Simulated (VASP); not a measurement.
A run of VASP 6.6.1 is set up as follows.

Contents of INCAR:

```
SYSTEM = C
ALGO = Normal
DIPOL = 0.5 0.5 0.500
EDIFF = 1E-7
EDIFFG = -0.01
ENCUT = 520
GGA = PE
GGA_COMPAT = .False.
IBRION = 2
IDIPOL = 3
ISIF = 2
ISMEAR = 0
LASPH = .True.
LCHARG = .False.
LDIPOL = .True.
LREAL = .False.
LWAVE = .False.
NELM = 120
NELMDL = -8
NELMIN = 4
NSW = 80
PREC = Accurate
SIGMA = 0.03
```

Contents of KPOINTS:

```
k-points
0
Gamma
  10 10 1
  0 0 0
```

POSCAR

```
C
1.0
    2.5255585743      0.0000000000      0.0000000000
    0.0000000000      2.5255585743      0.0000000000
    0.0000000000      0.0000000000     18.4645990582
C
6
Direct
    0.0000000000      0.0000000000      0.3791038180
    0.0000000000      0.5000000000      0.4274622908
    0.5000000000      0.5000000000      0.4758207636
    0.5000000000      1.0000000000      0.5241792364
    0.0000000000      0.0000000000      0.5725377092
    0.0000000000      0.5000000000      0.6208961820
```

Potentials or basis: VASP PAW PBE potentials, release 64 (C).

The run is started by

```sh
$ cat potpaw_PBE.64/C/POTCAR > POTCAR
$ mpirun -np 1 vasp_std > vasp.out
```

**Question.** Predict the energy gained by relaxing.

**Answer.** 45.3 meV/atom.

**Question.** Estimate the band gap on the k mesh.

**Answer.** Zero (bands 12 and 13 overlap by 0.76 eV).

The path:
| step | energy change (eV) | largest force (eV/Å) | pressure (GPa) |
| --- | --- | --- | --- |
| 1 | 0.0000 | 2.4372 | -5.87 |
| 2 | -0.0052 | 2.4753 | -0.91 |
| 3 | -0.2598 | 0.2663 | -3.98 |
| 4 | -0.2597 | 0.2826 | -3.93 |
| 5 | -0.2680 | 0.2035 | -3.41 |
| 6 | -0.2711 | 0.1316 | -2.86 |
| 7 | -0.2698 | 0.2692 | -2.91 |
| 8 | -0.2718 | 0.0201 | -2.88 |
| 9 | -0.2718 | 0.0252 | -2.90 |
| 10 | -0.2718 | 0.0009 | -2.89 |
